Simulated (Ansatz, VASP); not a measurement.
## Two plane-wave programs on HfO2

Contents of INCAR:

```
PREC = Accurate
ENCUT = 520
EDIFF = 1E-6
ISMEAR = -1
SIGMA = 0.05
LREAL = False
LASPH = True
NELM = 80
ALGO = Normal
ISIF = 2
LWAVE = False
LCHARG = True
GGA = B5
ALDAX = 1.0
AGGAX = 1.0
AGGAC = 1.0
ALDAC = 0.0
LELF = True
LVHAR = True
NBANDS = 56
```

File KPOINTS:

```
Automatic mesh
0
Gamma
  4 5 4
```

POSCAR

```
HfO2
1.0
    5.2194633600      0.0000000000      0.0000000000
    0.0000000000      5.0047636900      0.0000000000
    0.0000000000      0.0000000000      5.0326850500
Hf O
4 8
Direct
    0.9669940000      0.7325208200      0.7414403500
    0.5330060000      0.7325208200      0.2414403500
    0.4669940000      0.2674791800      0.7414403500
    0.0330060000      0.2674791800      0.2414403500
    0.6321274500      0.9286454000      0.8792672600
    0.8678725500      0.9286454000      0.3792672600
    0.2339485200      0.5398830500      0.4922923900
    0.2660514800      0.5398830500      0.9922923900
    0.7660514800      0.4601169500      0.9922923900
    0.7339485200      0.4601169500      0.4922923900
    0.1321274500      0.0713546000      0.8792672600
    0.3678725500      0.0713546000      0.3792672600
```

input.yaml

```yaml
crystal:
  lattice:
    - [5.21946336, 0.0, 0.0]
    - [0.0, 5.00476369, 0.0]
    - [0.0, 0.0, 5.03268505]
  atoms:
    - { symbol: Hf, position: [0.966994, 0.73252082, 0.74144035] }
    - { symbol: Hf, position: [0.533006, 0.73252082, 0.24144035] }
    - { symbol: Hf, position: [0.466994, 0.26747918, 0.74144035] }
    - { symbol: Hf, position: [0.033006, 0.26747918, 0.24144035] }
    - { symbol: O, position: [0.63212745, 0.9286454, 0.87926726] }
    - { symbol: O, position: [0.86787255, 0.9286454, 0.37926726] }
    - { symbol: O, position: [0.23394852, 0.53988305, 0.49229239] }
    - { symbol: O, position: [0.26605148, 0.53988305, 0.99229239] }
    - { symbol: O, position: [0.76605148, 0.46011695, 0.99229239] }
    - { symbol: O, position: [0.73394852, 0.46011695, 0.49229239] }
    - { symbol: O, position: [0.13212745, 0.0713546, 0.87926726] }
    - { symbol: O, position: [0.36787255, 0.0713546, 0.37926726] }
hamiltonian:
  xc: blyp
  pseudopotentials: { kind: paw }
kpoints:
  mp_grid: { grid: [4, 5, 4] }
  band_path:
    path:
      - [[0.0, 0.0, 0.0], [0.0, 0.5, 0.0], [0.0, 0.5, 0.5], [0.0, 0.0, 0.5], [0.0, 0.0, 0.0], [0.5, 0.0, 0.0], [0.5, 0.5, 0.0], [0.5, 0.5, 0.5], [0.5, 0.0, 0.5], [0.5, 0.0, 0.0]]
      - [[0.0, 0.0, 0.5], [0.5, 0.0, 0.5]]
      - [[0.5, 0.5, 0.0], [0.0, 0.5, 0.0]]
      - [[0.0, 0.5, 0.5], [0.5, 0.5, 0.5]]
    npoints: 10
scf:
  occupations: { method: fermi_dirac, width: 0.05 }
  n_extra_bands: 30
output:
  forces: true
  stress: true
  eigenvalues: true
  fatbands: false
  write_density: true
  write_potential: true
  elf: true
  volumetric_format: npy
```

Alike in both runs: functional BLYP; k mesh 4 × 5 × 4; occupations fermi-dirac, width 0.05 eV; no spin polarisation.

|  | VASP | Ansatz |
| --- | --- | --- |
| version | VASP 6.6.1 | Ansatz 0.2.0 |
| potentials or method | VASP PAW PBE potentials, release 64 (Hf_pv, O) | Ansatz PAW |
| plane-wave cutoff (eV) | 520 | 420 |
| valence electrons in the cell | 88 | 152 |
| task | single point | band structure |

```csv
,VASP,Ansatz,Ansatz less VASP
gap on the k mesh at the Fermi level (eV),4.53,4.57,+0.041
least direct gap on the mesh (eV),4.74,4.78,+0.035
pressure (GPa),13.9,16.5,+2.63
"traceless stress, the component that is largest in VASP (GPa)",0.20,0.16,-0.035
rms of the force components (eV/Å),0.049,0.070,+0.0218
```

VASP's potentials were made for PBE, not for BLYP. Atom by atom the forces differ by 0.023 eV/Å (rms over components). With one functional, cell and mesh, what is left measures potentials, basis and numerics. VASP's potentials hold 88 valence electrons a cell and Ansatz's 152, so a difference there can come from the potentials and not from the codes.

Neither program's run includes spin-orbit coupling.
